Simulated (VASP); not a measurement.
Write the native input for VASP 6.6.1 that does the following.

| Item | Value |
| --- | --- |
| Task | single point |
| Functional | r2SCAN |
| Dispersion | D3(BJ) |
| Potentials or basis | VASP PAW PBE potentials, release 64 (La, C) |
| Cutoff | 520 eV |
| k mesh | 10 × 10 × 10 |
| Occupations | gaussian, width 0.05 eV |
| Spin | no spin polarisation |
| Dipole correction | no |
| Further INCAR settings | ALGO = Normal; EDIFF = 1e-07; NBANDS = 14 |

The system is LaC.

```
La C
1.0
     3.28535    0.00000    0.00000
     0.00000    3.28535    0.00000
     0.00000    0.00000    3.28535
La C
1 1
Direct
  0.00000 0.00000 0.00000
  0.50000 0.50000 0.50000
```

One way to write it, as run:

POSCAR

```
LaC
1.0
    3.2853548459      0.0000000000      0.0000000000
    0.0000000000      3.2853548459      0.0000000000
    0.0000000000      0.0000000000      3.2853548459
La C
1 1
Direct
    0.0000000000      0.0000000000      0.0000000000
    0.5000000000      0.5000000000      0.5000000000
```

INCAR.step1

```
ALGO = Normal
EDIFF = 1E-4
ENCUT = 520
GGA = PE
ISMEAR = 0
LASPH = T
LCHARG = F
LREAL = F
LWAVE = T
NBANDS = 14
NELM = 80
PREC = Accurate
SIGMA = 0.05
```

INCAR.step2

```
ALGO = Normal
EDIFF = 1E-7
ENCUT = 520
ISIF = 2
ISMEAR = 0
ISTART = 1
IVDW = 12
LASPH = T
LCHARG = F
LMIXTAU = T
LREAL = F
LWAVE = F
METAGGA = R2SCAN
NBANDS = 14
NELM = 80
PREC = Accurate
SIGMA = 0.05
VDW_A1 = 0.49484001
VDW_A2 = 5.73083694
VDW_S6 = 1.0
VDW_S8 = 0.78981345
```

KPOINTS

```
k-points
0
Gamma
  10 10 10
```

Potentials or basis: VASP PAW PBE potentials, release 64 (La, C).

Launch:

```console
$ cat potpaw_PBE.64/La/POTCAR potpaw_PBE.64/C/POTCAR > POTCAR
$ cp INCAR.step1 INCAR
$ mpirun -np 1 vasp_std > vasp.out
$ cp INCAR.step2 INCAR
$ mpirun -np 1 vasp_std > vasp.out
```

It gave:

```json
{
  "Pressure": "-1.7 GPa",
  "Dispersion energy per atom": "-0.166 eV"
}
```

Caveat: the PAW data sets were made with another functional, which shifts forces and pressure a little; pairwise dispersion overbinds metals, which lowers pressure and volume.

It took 71 s on 1 thread of AMD EPYC 9R45 96-Core Processor (Zen 5), on a shared host, peak memory 0.15 GiB.
